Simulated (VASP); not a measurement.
# KF (Fmmm) in VASP: a series of runs, part 2 of 2

VASP 6.6.1. Earlier steps stand in the parts before.

## (4) Single point, LDA (normal strain along x -0.0700, normal strain along z +0.1500)

The input, INCAR:

```
SYSTEM = KF
PREC = Accurate ; ENCUT = 520
EDIFF = 1E-6 ; ISMEAR = 0
SIGMA = 0.05 ; LREAL = .FALSE.
LASPH = .TRUE. ; NELM = 100
ALGO = Normal ; ISIF = 2
LWAVE = .FALSE. ; LCHARG = .FALSE.
GGA = CA ; NBANDS = 15
```

The input, KPOINTS:

```
regular mesh
0
G
  8 8 8
  0 0 0
```

The input, POSCAR:

```
KF
1.0
    0.0000000000      2.5817196783      2.9689776300
    2.4009993008      0.0000000000      2.9689776300
    2.4009993008      2.5817196783      0.0000000000
K F
1 1
Direct
    0.0000000000      0.0000000000      0.0000000000
    0.5000000000      0.5000000000      0.5000000000
```

Potentials or basis: VASP PAW LDA potentials, release 64 (K_sv, F).

Run with:

```sh
> cat potpaw_LDA.64/K_sv/POTCAR potpaw_LDA.64/F/POTCAR > POTCAR
> mpirun -np 1 vasp_std > vasp.out
```

OUTCAR:

```text
SYSTEM = KF
   PREC = Accurate
   ENCUT = 520
   EDIFF = 1E-6
   ISMEAR = 0
   LREAL = .FALSE.
   LASPH = .TRUE.
   NELM = 100
   ISIF = 2
   GGA = CA

 ion  position               nearest neighbor table
   1  0.000  0.000  0.000-   2 2.40   2 2.40   2 2.58   2 2.58
   2  0.500  0.500  0.500-   1 2.40   1 2.40   1 2.58   1 2.58

  LATTYP: Found a face centered orthorhombic cell.
 ALAT       =     4.8019986016
 B/A-ratio  =     1.0752688172
 C/A-ratio  =     1.2365591398

  Lattice vectors:

 A1 = (   0.0000000000,   2.5817196783,   2.9689776300)
 A2 = (   2.4009993008,   0.0000000000,   2.9689776300)
 A3 = (   2.4009993008,   2.5817196783,   0.0000000000)

Analysis of symmetry for initial positions (statically):
=====================================================================
 Subroutine PRICEL returns:
 Original cell was already a primitive cell.

 Routine SETGRP: Setting up the symmetry group for a
 face centered orthorhombic supercell.

 Subroutine GETGRP returns: Found  8 space group operations
 (whereof  8 operations were pure point group operations)
 out of a pool of  8 trial point group operations.

The static configuration has the point symmetry D_2h.

[... 168 lines left out ...]
 k-point     1 :       0.0000    0.0000    0.0000
  band No.  band energies     occupation
      1     -28.5782      2.00000
      2     -21.3992      2.00000
      3     -12.0768      2.00000
      4     -12.0741      2.00000
      5     -11.9666      2.00000
      6      -3.2853      2.00000
      7      -3.1432      2.00000
      8      -2.8776      2.00000
      9       2.6481      0.00000
     10       6.9058      0.00000
     11       7.8588      0.00000
     12       8.2614      0.00000
     13       8.6478      0.00000
     14      10.3910      0.00000
[... 401 lines left out ...]
      2     -21.5371      2.00000
      3     -12.2620      2.00000
      4     -12.1388      2.00000
      5     -12.0520      2.00000
      6      -3.8301      2.00000
      7      -3.4914      2.00000
      8      -3.3176      2.00000
      9       5.1389      0.00000
     10       6.5348      0.00000
     11       8.7157      0.00000
     12       9.3803      0.00000
     13      10.4617      0.00000
     14      11.1863      0.00000
     15      14.2154      0.00000

 [... further k-points ...]
[... 5 lines left out ...]
  --------------------------------------------------------------------------------------
  -------------------------------------------------------------------------------------
  Total        1.8529338     -0.0539531     -1.1093985      0.0000000      0.0000000      0.0000000
  in kB       80.6552116     -2.3484925    -48.2903240      0.0000000      0.0000000      0.0000000
  external PRESSURE =      10.0054651 kB  Pullay stress =       0.0000000 kB

 VOLUME and BASIS-vectors are now :
 -----------------------------------------------------------------------------
  energy-cutoff  :      520.00
  volume of cell :       36.81
      direct lattice vectors                 reciprocal lattice vectors
     0.000000000  2.581719678  2.968977630    -0.208246625  0.193669361  0.168408140
     2.400999301  0.000000000  2.968977630     0.208246625 -0.193669361  0.168408140
     2.400999301  2.581719678  0.000000000     0.208246625  0.193669361 -0.168408140

 POSITION                                       TOTAL-FORCE (eV/Angst)
 -----------------------------------------------------------------------------------
      0.00000      0.00000      0.00000        -0.000000      0.000000     -0.000000
      2.40100      2.58172      2.96898         0.000000      0.000000      0.000000
 -----------------------------------------------------------------------------------
    total drift:                                0.000000      0.000000      0.000000

  FREE ENERGIE OF THE ION-ELECTRON SYSTEM (eV)
  ---------------------------------------------------
  free  energy   TOTEN  =        -8.9113087151 eV

  energy  without entropy=       -8.9113087151  energy(sigma->0) =       -8.91130872
```

OSZICAR:

```text
N       E                     dE             d eps       ncg     rms          rms(c)
DAV:   1     0.116146773204E+03    0.11615E+03   -0.81622E+03  2858   0.104E+03
DAV:   2    -0.530942934927E+01   -0.12146E+03   -0.10915E+03  3723   0.293E+02
DAV:   3    -0.100465151598E+02   -0.47371E+01   -0.47128E+01  3763   0.522E+01
DAV:   4    -0.101703779107E+02   -0.12386E+00   -0.12385E+00  3771   0.839E+00
DAV:   5    -0.101728668766E+02   -0.24890E-02   -0.24889E-02  3954   0.971E-01    0.671E+00
DAV:   6    -0.899187171933E+01    0.11810E+01   -0.32626E+00  3072   0.159E+01    0.516E+00
DAV:   7    -0.893952060274E+01    0.52351E-01   -0.83998E-02  3467   0.234E+00    0.304E+00
DAV:   8    -0.891101715522E+01    0.28503E-01   -0.49992E-02  3494   0.222E+00    0.225E-01
DAV:   9    -0.891115652447E+01   -0.13937E-03   -0.34717E-03  3502   0.464E-01    0.980E-02
DAV:  10    -0.891131426152E+01   -0.15774E-03   -0.27756E-04  3625   0.177E-01    0.355E-02
DAV:  11    -0.891130491173E+01    0.93498E-05   -0.28911E-05  4100   0.636E-02    0.133E-02
DAV:  12    -0.891130861536E+01   -0.37036E-05   -0.21041E-06  3131   0.131E-02    0.207E-03
DAV:  13    -0.891130871507E+01   -0.99711E-07   -0.10879E-07  2594   0.279E-03
   1 F= -.89113087E+01 E0= -.89113087E+01  d E =-.420304E-20
```

stdout:

```text
POSCAR found type information on POSCAR K F
 POSCAR found :  2 types and       2 ions
 scaLAPACK will be used
 LDA part: xc-table for (Slater(with rela. corr.)+CA(PZ))
 , standard interpolation
 POSCAR, INCAR and KPOINTS ok, starting setup
 FFT: planning ... GRIDC
 FFT: planning ... GRID_SOFT
 FFT: planning ... GRID
 WAVECAR not read
 entering main loop
```

It took 22 s on 1 thread of Intel Xeon 6975P-C (Granite Rapids), shared host; peak memory 0.17 GiB.

What came out:

```yaml
Free_energy: -8.9113 eV
Pressure: 1.0 GPa
Band_gap_on_the_k_mesh: 5.51 eV, indirect (least direct gap 5.53 eV)
```

Stress tensor (GPa, compression positive):
```
 8.07  0.00  0.00
 0.00 -0.23  0.00
 0.00  0.00 -4.83
```

Caveat: the cell differs from its parent crystal (normal strain along x -0.0700, normal strain along z +0.1500). A k mesh can miss the band edges.

## (5) Overview

| cell | gap on the mesh (eV) | pressure (GPa) |
| --- | --- | --- |
| a = 3.790, b = 3.730, c = 3.588 Å, angles 62.4, 60.7, 57.0°, 2 atoms | 5.96 | -0.3 |
| a = 3.862, b = 3.773, c = 3.557 Å, angles 63.5, 61.0, 55.5°, 2 atoms | 5.75 | 0.1 |
| a = 3.934, b = 3.818, c = 3.526 Å, angles 64.6, 61.3, 54.1°, 2 atoms | 5.51 | 1.0 |

Alike in all rows: task single point; level LDA; potentials or basis VASP PAW LDA potentials, release 64 (K_sv, F); no spin polarisation; k mesh 8 × 8 × 8; cutoff (eV) 520; smearing gaussian 0.05 eV.

Total energies depend on the potentials used, so only differences within one code and one set of settings carry meaning.
